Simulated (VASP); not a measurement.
Write the native input for VASP 6.6.1 that does the following.

| Quantity | Value |
| --- | --- |
| Task | single point |
| Functional | PBE |
| Dispersion | D3(BJ) |
| Potentials or basis | VASP PAW PBE potentials, release 64 (Mn_pv, O) |
| Cutoff | 600 eV |
| k mesh | 5 × 5 × 5 |
| Occupations | fermi-dirac, width 0.1 eV |
| Spin | collinear spin, ferromagnetic start |
| Starting moments | [4.0, 0.0] μB |
| Dipole correction | no |
| Further INCAR settings | ALGO = Normal; EDIFF = 1e-06; NBANDS = 20 |

The structure of MnO (Manganosite) lies in POSCAR:

```
MnO
1.0
    0.0000000000      2.2230000000      2.2230000000
    2.2230000000      0.0000000000      2.2230000000
    2.2230000000      2.2230000000      0.0000000000
Mn O
1 1
Direct
    0.0000000000      0.0000000000      0.0000000000
    0.5000000000      0.5000000000      0.5000000000
```

The input as run:

INCAR

```
SYSTEM = MnO
ALGO = Normal
EDIFF = 1E-6
ENCUT = 600
GGA = PE
GGA_COMPAT = .False.
ISIF = 2
ISMEAR = -1
ISPIN = 2
IVDW = 12
LASPH = .True.
LCHARG = .False.
LMAXMIX = 4
LORBIT = 11
LREAL = .False.
LWAVE = .False.
MAGMOM = 4 0
NBANDS = 20
NELM = 200
PREC = Accurate
SIGMA = 0.1
```

KPOINTS

```
k-points
0
Gamma
  5 5 5
  0 0 0
```

Potentials or basis: VASP PAW PBE potentials, release 64 (Mn_pv, O).

Run with:

```bash
$ cat potpaw_PBE.64/Mn_pv/POTCAR potpaw_PBE.64/O/POTCAR > POTCAR
$ mpirun -np 1 vasp_std > vasp.out
```

Results of the run:

```json
{
 "Pressure": "505.1 GPa",
 "Net moment": "4.78 μB per cell",
 "Site moments": "Mn +4.34; O +0.20 μB",
 "Valence electrons inside the program's atomic spheres": "Mn 11.35; O 4.97",
 "Dispersion energy per atom": "-0.254 eV"
}
```

Caveat: the k points lie up to 0.49 Å⁻¹ apart; three body term missing; a cell with one magnetic atom can't hold antiferromagnetic order, which such compounds often take; pairwise dispersion overbinds metals, which lowers pressure and volume.

Run time: 19 s on 1 thread of Intel(R) Xeon(R) Platinum 8488C (Sapphire Rapids), on a shared host, peak memory 0.18 GiB.
